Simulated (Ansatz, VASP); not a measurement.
# One calculation of SiC, two programs

The input POSCAR:

```
SiC
1.0
    0.0000000000      2.1740000000      2.0000800000
    2.1740000000      0.0000000000      2.0000800000
    2.1740000000      2.1740000000      0.0000000000
Si C
1 1
Direct
    0.0000000000      0.0000000000      0.0000000000
    0.7500000000      0.7500000000      0.7500000000
```

INCAR.step1

```
SYSTEM = SiC
  PREC = Accurate
  ENCUT = 520
  ISMEAR = 0
  SIGMA = 0.05
  LREAL = .False.
  LASPH = .True.
  NELM = 100
  NBANDS = 11
  GGA = PE
  ALGO = Normal
  EDIFF = 1E-4
  LWAVE = .True.
  LCHARG = .False.
```

File INCAR.step2:

```
SYSTEM = SiC
  PREC = Accurate
  ENCUT = 520
  EDIFF = 1E-7
  ISMEAR = 0
  SIGMA = 0.05
  LREAL = .False.
  LASPH = .True.
  NELM = 100
  ALGO = Normal
  ISIF = 2
  LWAVE = .False.
  LCHARG = .False.
  METAGGA = R2SCAN
  LMIXTAU = .True.
  NBANDS = 11
  ISTART = 1
```

Contents of KPOINTS:

```
regular mesh
0
Gamma
  12 12 12
  0 0 0
```

Input for Ansatz:

```yaml
crystal:
  lattice:
    - [0.0, 2.174, 2.00008]
    - [2.174, 0.0, 2.00008]
    - [2.174, 2.174, 0.0]
  atoms:
    - { symbol: Si, position: [0.0, 0.0, 0.0] }
    - { symbol: C, position: [0.75, 0.75, 0.75] }
basis:
  ecutwfc: 500
kpoints:
  mp_grid: { grid: [12, 12, 12] }
hamiltonian:
  xc: r2scan
scf:
  occupations: { method: gaussian, width: 0.05 }
output:
  forces: true
  stress: true
  eigenvalues: true
```

Change from the starting cell: strain +0.000 along x and y, -0.080 along z, atoms carried along.

Alike in both runs: task single point; functional r2SCAN; k mesh 12 × 12 × 12; occupations gaussian, width 0.05 eV; no spin polarisation.

```csv
,VASP,Ansatz
version,VASP 6.6.1,Ansatz 0.2.0
potentials or method,"VASP PAW PBE potentials, release 64 (Si, C), cutoff 520 eV","scalar-relativistic, plane waves, PAW"
valence electrons in the cell,8,8
```

VASP gave:

- gap on the k mesh at the Fermi level (eV): 0.79
- least direct gap on the mesh (eV): 5.08
- pressure (GPa): 23.0
- traceless stress, the component that is largest in VASP (GPa): 12.92

What did Ansatz give for the same quantities?

gap on the k mesh at the Fermi level (eV): 0.78; least direct gap on the mesh (eV): 5.07; pressure (GPa): 23.3; traceless stress, the component that is largest in VASP (GPa): 12.83.

VASP's potentials were made for PBE, not for r2SCAN.
